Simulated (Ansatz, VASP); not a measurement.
One calculation of BaO, two programs

```
Ba O
1.0
     0.00000    2.74505    2.74505
     2.74505    0.00000    2.74505
     2.74505    2.74505    0.00000
Ba O
1 1
Cartesian
  0.0000 0.0000 0.0000
  2.7451 2.7451 2.7451
```

Alike in both runs: functional PBEsol; k mesh 8 × 8 × 8; occupations gaussian, width 0.02 eV; no spin polarisation.

Ansatz relaxed the structure, and its values are those at the end. VASP's run is a single point on that final structure, the one shown.

|  | VASP | Ansatz |
| --- | --- | --- |
| version | VASP 6.6.1 | Ansatz 0.2.0 |
| potentials or method | VASP PAW PBE potentials, release 64 (Ba_sv, O_h), cutoff 1340 eV | scalar-relativistic, plane waves, PAW |
| valence electrons in the cell | 16 | 16 |

|  | VASP | Ansatz | Ansatz less VASP |
| --- | --- | --- | --- |
| gap on the k mesh at the Fermi level (eV) | 1.77 | 1.84 | +0.069 |
| least direct gap on the mesh (eV) | 1.77 | 1.84 | +0.069 |
| pressure (GPa) | 1.9 | 0.0 | -1.86 |

VASP's potentials were made for PBE, not for PBEsol, and Ansatz warns of the same on its side. With one functional, cell and mesh, what is left measures potentials, basis and numerics.

Neither program's run includes spin-orbit coupling.
